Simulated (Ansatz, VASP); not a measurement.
Two plane-wave programs on EuS

INCAR

```
ALGO     = Normal         # electronic algorithm
EDIFF    = 1E-6           # SCF threshold, eV
ENCUT    = 600            # plane-wave cutoff, eV
GGA      = PS             # functional
GGA_COMPAT= F            
ISIF     = 2              # what is computed and relaxed
ISMEAR   = -1             # smearing method
ISPIN    = 2              # spin polarisation
IVDW     = 12             # dispersion correction
LASPH    = T              # aspherical terms in the spheres
LCHARG   = T              # write CHGCAR
LELF     = T              # ELF
LMAXMIX  = 6              # l up to which the mixer works
LORBIT   = 11             # projections on sites
LREAL    = F              # projectors in reciprocal space
LVHAR    = T            
LWAVE    = F              # write WAVECAR
MAGMOM   = 7 0            # initial moments
NBANDS   = 22             # bands
NELM     = 200            # most SCF steps
PREC     = Accurate       # precision mode
SIGMA    = 0.05           # smearing width, eV
```

KPOINTS

```
k-points
0
Gamma
  8 8 8
```

Contents of POSCAR:

```
EuS
1.0
    0.0000000000      3.0176952843      3.0176952843
    3.0176952843      0.0000000000      3.0176952843
    3.0176952843      3.0176952843      0.0000000000
Eu S
1 1
Direct
    0.0000000000      0.0000000000      0.0000000000
    0.5000000000      0.5000000000      0.5000000000
```

input.yaml

```yaml
crystal:
  lattice:
    - [0.0, 3.0176952843, 3.0176952843]
    - [3.0176952843, 0.0, 3.0176952843]
    - [3.0176952843, 3.0176952843, 0.0]
  atoms:
    - { symbol: Eu, position: [0.0, 0.0, 0.0], spin: 7.0 }
    - { symbol: S, position: [0.5, 0.5, 0.5] }
hamiltonian:
  xc: pbesol
  pseudopotentials: { kind: paw }
  dispersion: d3bj
magnetization:
  spin_polarized: true
kpoints:
  mp_grid: { grid: [8, 8, 8] }
scf:
  occupations: { method: fermi_dirac, width: 0.05 }
output:
  forces: true
  stress: true
  eigenvalues: true
```

Alike in both runs: task single point; functional PBEsol; dispersion D3(BJ); k mesh 8 × 8 × 8; occupations fermi-dirac, width 0.05 eV; collinear spin.

|  | VASP | Ansatz |
| --- | --- | --- |
| version | VASP 6.6.1 | Ansatz 0.2.0 |
| potentials or method | VASP PAW PBE potentials, release 64 (Eu, S) | Ansatz PAW |
| plane-wave cutoff (eV) | 600 | 420 |
| valence electrons in the cell | 23 | 23 |

|  | VASP | Ansatz | Ansatz less VASP |
| --- | --- | --- | --- |
| gap on the k mesh at the Fermi level (eV) | none | none | - |
| pressure (GPa) | -8.9 | -8.7 | +0.25 |
| net moment per atom (μB) | 3.49 | 3.49 | +0.002 |
| size of the moment on the site where the two differ most (μB) | 6.60 | 6.77 | +0.170 |

VASP's potentials were made for PBE, not for PBEsol. Site moments also hang on the region over which each program counts them. A gap of «none» marks a metal or a gap that the smearing closes.

Neither program's run includes spin-orbit coupling.
